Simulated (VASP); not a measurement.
# Ti12Si in VASP: further runs

Ti12Si is run at these levels: PBE; tasks: single point.

Program: VASP 6.6.1. These are calculated values, not measurements. Logs are shortened: lines on timing, memory, paths and dates and some standing lists are left out, and cuts for length are marked.

## Step 1: The cell of the first run

The cell holds a slab with vacuum, 13 atoms: a = 5.815 Å, b = 5.815 Å, c = 19.306 Å, α = 90.00°, β = 90.00°, γ = 90.00°.

## Step 2: Single point, PBE

Input file INCAR:

```
SYSTEM = Ti12Si
  PREC = Accurate
  ENCUT = 520
  EDIFF = 1E-7
  ISMEAR = 0
  SIGMA = 0.1
  LREAL = .False.
  LASPH = .True.
  NELM = 80
  ALGO = Normal
  ISIF = 2
  LWAVE = .False.
  LCHARG = .False.
  LDIPOL = .True.
  IDIPOL = 3
  DIPOL = 0.5 0.5 0.322
  GGA = PE
  NBANDS = 86
```

Input file KPOINTS:

```
regular mesh
0
Gamma
  5 5 1
  0 0 0
```

Input file POSCAR:

```
Ti12Si
1.0
    5.8150893847      0.0000000000      0.0000000000
    0.0000000000      5.8150893847      0.0000000000
    0.0000000000      0.0000000000     19.3059825436
Ti Si
12 1
Direct
    0.2500000000      0.2500000000      0.2071896621
    0.2500000000      0.7500000000      0.2071896621
    0.7500000000      0.2500000000      0.2071896621
    0.7500000000      0.7500000000      0.2071896621
    0.0000000000      0.0000000000      0.3057583574
    0.0000000000      0.5000000000      0.3057583574
    0.5000000000      0.0000000000      0.3057583574
    0.5000000000      0.5000000000      0.3057583574
    0.2500000000      0.2500000000      0.4043297214
    0.2500000000      0.7500000000      0.4043297214
    0.7500000000      0.2500000000      0.4043297214
    0.7500000000      0.7500000000      0.4043297214
    0.2500000000      0.4166666667      0.5155283743
```

Potentials or basis: VASP PAW PBE potentials, release 64 (Ti_sv, Si).

On the command line:

```console
$ cat potpaw_PBE.64/Ti_sv/POTCAR potpaw_PBE.64/Si/POTCAR > POTCAR
$ mpirun -np 1 vasp_std > vasp.out
```

OUTCAR:

```text
SYSTEM = Ti12Si
   PREC = Accurate
   ENCUT = 520
   EDIFF = 1E-7
   ISMEAR = 0
   LREAL = .False.
   LASPH = .True.
   NELM = 80
   ISIF = 2
   GGA = PE

 ion  position               nearest neighbor table
   1  0.250  0.250  0.207-   5 2.80   6 2.80   7 2.80   8 2.80   2 2.91   3 2.91   2 2.91   3 2.91

   2  0.250  0.750  0.207-   5 2.80   6 2.80   7 2.80   8 2.80   1 2.91   4 2.91   1 2.91   4 2.91

   3  0.750  0.250  0.207-   5 2.80   6 2.80   7 2.80   8 2.80   1 2.91   4 2.91   4 2.91   1 2.91
[... 4 lines left out ...]
                             6 2.91   7 2.91   6 2.91   7 2.91
   6  0.000  0.500  0.306-   1 2.80   2 2.80   3 2.80   4 2.80   9 2.80  10 2.80  11 2.80  12 2.80
                             5 2.91   8 2.91   5 2.91   8 2.91
   7  0.500  0.000  0.306-   1 2.80   2 2.80   3 2.80   4 2.80   9 2.80  10 2.80  11 2.80  12 2.80
                             5 2.91   8 2.91   8 2.91   5 2.91
   8  0.500  0.500  0.306-   1 2.80   2 2.80   3 2.80   4 2.80   9 2.80  10 2.80  11 2.80  12 2.80
                             6 2.91   7 2.91   7 2.91   6 2.91
   9  0.250  0.250  0.404-  13 2.36   6 2.80   7 2.80   8 2.80   5 2.80  11 2.91  10 2.91  10 2.91
                            11 2.91
  10  0.250  0.750  0.404-   5 2.80   6 2.80   7 2.80   8 2.80  13 2.89  12 2.91   9 2.91   9 2.91
                            12 2.91
  11  0.750  0.250  0.404-   5 2.80   6 2.80   7 2.80   8 2.80   9 2.91  12 2.91  12 2.91   9 2.91

  12  0.750  0.750  0.404-   5 2.80   6 2.80   7 2.80   8 2.80  10 2.91  11 2.91  11 2.91  10 2.91

  13  0.250  0.417  0.516-   9 2.36  10 2.89

  LATTYP: Found a simple tetragonal cell.
 ALAT       =     5.8150893847
 C/A-ratio  =     3.3199803591

  Lattice vectors:

 A1 = (   5.8150893847,   0.0000000000,   0.0000000000)
 A2 = (   0.0000000000,   5.8150893847,   0.0000000000)
 A3 = (   0.0000000000,   0.0000000000,  19.3059825436)

Analysis of symmetry for initial positions (statically):
=====================================================================
 Subroutine PRICEL returns:
 Original cell was already a primitive cell.

 Routine SETGRP: Setting up the symmetry group for a
 simple tetragonal supercell.

 Subroutine GETGRP returns: Found  2 space group operations
 (whereof  1 operations were pure point group operations)
 out of a pool of 16 trial point group operations.

The static configuration has the point symmetry C_1 .
 The point group associated with its full space group is C_1h.

Analysis of symmetry for dynamics (positions and initial velocities):
=====================================================================
 Subroutine PRICEL returns:
[... 139 lines left out ...]
  Thomas-Fermi vector in A             =   2.130431
   LORBIT       =      0    0 simple, 1 ext, 2 COOP (PROOUT), +10 PAW based schemes
   GGA     = PE    functional components
   LHFCALC =     F    Hartree Fock is set to
   AEXX    =    0.0000 exact exchange contribution
   IVDW    =     0    specifies the selected vdW correction
   LEPSILON=     F    determine dielectric tensor
   LRPA    =     F    only Hartree local field effects (RPA)
 non-spin polarized calculation
 Gauss-broadening in eV      SIGMA  =   0.10
  energy-cutoff  :      520.00
  volume of cell :      652.84
 maximum number of plane-waves:     17596
 NGX is ok and might be reduce to    48
   NGX = 21   NGY = 21   NGZ = 71

 dipolmoment           0.000000      0.000000     -0.015430 electrons x Angstroem

 number of electron     148.0000052 magnetization

 dipolmoment           0.000000      0.000000      0.192148 electrons x Angstroem

 Free energy of the ion-electron system (eV)
  ---------------------------------------------------
  ext. energy  EPLUGINS =         0.00000000
  ---------------------------------------------------
  free energy    TOTEN  =       -91.22303425 eV

  energy without entropy =      -91.08118191  energy(sigma->0) =      -91.15210808

 E-fermi :   0.1376     XC(G=0):  -5.0449

 val. band max:        0.1335721352   @ k =   0.0000   0.0000   0.0000
 cond. band min:       0.1381545476   @ k =   0.4000   0.2000   0.0000
 fundamental gap:      0.0045824124
 Fermi energy:         0.1375505489

 k-point     1 :       0.0000    0.0000    0.0000
  band No.  band energies     occupation
      1     -56.7483      2.00000
      2     -56.6987      2.00000
      3     -56.6765      2.00000
      4     -56.6258      2.00000
      5     -56.6215      2.00000
      6     -56.6140      2.00000
[... 790 lines left out ...]
     85       1.0604      0.00000
     86       1.0929      0.00000

------------------------ aborting loop because EDIFF is reached ----------------------------------------

 vacuum level on the upper side and lower side of the slab       (xc-potential included)         0.358        -0.625

  FORCE on cell =-STRESS in cart. coord.  units (eV):
  Direction    XX          YY          ZZ          XY          YZ          ZX
  --------------------------------------------------------------------------------------
  -------------------------------------------------------------------------------------
  Total       -6.2560595     -4.8475706      1.5054027      0.0000000      1.3885206      0.0000000
  in kB      -15.3534773    -11.8967963      3.6945247      0.0000000      3.4076754      0.0000000
  external PRESSURE =      -7.8519163 kB  Pullay stress =       0.0000000 kB

 VOLUME and BASIS-vectors are now :
 -----------------------------------------------------------------------------
  energy-cutoff  :      520.00
  volume of cell :      652.84
      direct lattice vectors                 reciprocal lattice vectors
     5.815089385  0.000000000  0.000000000     0.171966402  0.000000000  0.000000000
     0.000000000  5.815089385  0.000000000     0.000000000  0.171966402  0.000000000
     0.000000000  0.000000000 19.305982544     0.000000000  0.000000000  0.051797416

 POSITION                                       TOTAL-FORCE (eV/Angst)
 -----------------------------------------------------------------------------------
      1.45377      1.45377      4.00000         0.000000      0.033200     -0.153366
      1.45377      4.36132      4.00000         0.000000     -0.030383      0.043805
      4.36132      1.45377      4.00000         0.000000     -0.007351      0.123553
      4.36132      4.36132      4.00000         0.000000     -0.010975      0.158138
      0.00000      0.00000      5.90297        -0.179229      0.009981     -0.229833
      0.00000      2.90754      5.90297        -0.222513      0.121487     -0.355589
      2.90754      0.00000      5.90297         0.179229      0.009981     -0.229833
      2.90754      2.90754      5.90297         0.222513      0.121487     -0.355589
      1.45377      1.45377      7.80598         0.000000     -0.384885     -0.720776
      1.45377      4.36132      7.80598         0.000000     -0.723806      0.897564
      4.36132      1.45377      7.80598         0.000000     -0.068146      0.578189
      4.36132      4.36132      7.80598         0.000000      0.077011      0.241807
      1.45377      2.42295      9.95278         0.000000      0.852399      0.001931
 -----------------------------------------------------------------------------------
    total drift:                                0.000000      0.000024      0.000299

  FREE ENERGIE OF THE ION-ELECTRON SYSTEM (eV)
  ---------------------------------------------------
  free  energy   TOTEN  =       -91.2230342456 eV

  energy  without entropy=      -91.0811819145  energy(sigma->0) =      -91.15210808

 vacuum level on the upper side and lower side of the slab         4.834         3.815
```

It took 40 min on 1 thread of Intel Xeon 6975P-C (Granite Rapids), shared host; peak memory 0.83 GiB.

What came out:

- Free energy: -91.2230 eV
- Largest force: 1.153 eV/Å
- Band gap on the k mesh: zero (bands 74 and 75 overlap by 0.20 eV)

Forces in eV/Å, atoms in the order of the input:
```
Ti   0.000  0.033 -0.153
Ti   0.000 -0.030  0.044
Ti   0.000 -0.007  0.124
Ti   0.000 -0.011  0.158
Ti  -0.179  0.010 -0.230
Ti  -0.223  0.121 -0.356
Ti   0.179  0.010 -0.230
Ti   0.223  0.121 -0.356
Ti   0.000 -0.385 -0.721
Ti   0.000 -0.724  0.898
Ti   0.000 -0.068  0.578
Ti   0.000  0.077  0.242
Si   0.000  0.852  0.002
```

## Step 3: Single point, PBE

Input file INCAR:

```
PREC = Accurate
ENCUT = 520
EDIFF = 1E-6
ISMEAR = 0
SIGMA = 0.1
LREAL = False
LASPH = True
NELM = 100
ALGO = Normal
ISIF = 2
LWAVE = False
LCHARG = False
LDIPOL = True
IDIPOL = 3
DIPOL = 0.5 0.5 0.323
GGA = PE
NBANDS = 86
```

Input file KPOINTS:

```
Automatic mesh
0
Gamma
  5 5 1
```

Edit POSCAR of step 2 so:

```diff
@@ -20,2 +20,2 @@
     0.7500000000      0.7500000000      0.4043297214
-    0.2500000000      0.4166666667      0.5155283743
+    0.2500000000      0.3333333333      0.5257077853
```

Potentials or basis: VASP PAW PBE potentials, release 64 (Ti_sv, Si).

On the command line:

```console
$ cat potpaw_PBE.64/Ti_sv/POTCAR potpaw_PBE.64/Si/POTCAR > POTCAR
$ mpirun -np 1 vasp_std > vasp.out
```

It took 20 min on 1 thread of Intel Xeon 6975P-C (Granite Rapids), shared host; peak memory 0.83 GiB.

It converged, with:

```
Free energy            : -90.9429 eV
Largest force          : 0.888 eV/Å
Band gap on the k mesh : zero (bands 74 and 75 overlap by 0.20 eV)
```

Forces on the atoms (eV/Å):
```
Ti   0.000  0.022 -0.216
Ti   0.000 -0.021  0.083
Ti   0.000  0.002  0.095
Ti   0.000 -0.014  0.189
Ti  -0.118 -0.078 -0.217
Ti  -0.164  0.140 -0.298
Ti   0.118 -0.078 -0.217
Ti   0.164  0.140 -0.298
Ti   0.000 -0.018 -0.702
Ti   0.000 -0.441  0.770
Ti   0.000 -0.021  0.691
Ti   0.000  0.057  0.140
Si   0.000  0.311 -0.020
```

Levels at points of the mesh, in eV from the Fermi level:
| k point | band 70 | band 71 | band 72 | band 73 | band 74 | band 75 | band 76 | band 77 |
| --- | --- | --- | --- | --- | --- | --- | --- | --- |
| (0.00, 0.00, 0.00) | -0.16 | -0.12 | -0.10 | 0.00 | 0.02 | 0.16 | 0.55 | 0.58 |
